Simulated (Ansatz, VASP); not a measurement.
# One calculation of BP, two programs

```
B P
1.0
     0.00000    2.26832    2.26832
     2.26832    0.00000    2.26832
     2.26832    2.26832    0.00000
B P
1 1
Direct
  0.00000 0.00000 0.00000
  0.25000 0.25000 0.25000
```

Alike in both runs: task single point; functional PBE0; k mesh 6 × 6 × 6; no spin polarisation.

|  | VASP | Ansatz |
| --- | --- | --- |
| version | VASP 6.6.1 | Ansatz 0.2.0 |
| potentials or method | VASP PAW PBE potentials, release 64 (B, P) | plane waves, PAW |
| plane-wave cutoff (eV) | 520 | 420 |
| occupations | gaussian, width 0.01 eV | fixed |
| valence electrons in the cell | 8 | 8 |

```tsv
	VASP	Ansatz	Ansatz less VASP
gap on the k mesh at the Fermi level (eV)	2.79	2.76	-0.021
pressure (GPa)	-2.0	-1.4	+0.60
```

Ansatz's warnings: stress exchange threshold loose, stress scf threshold loose.
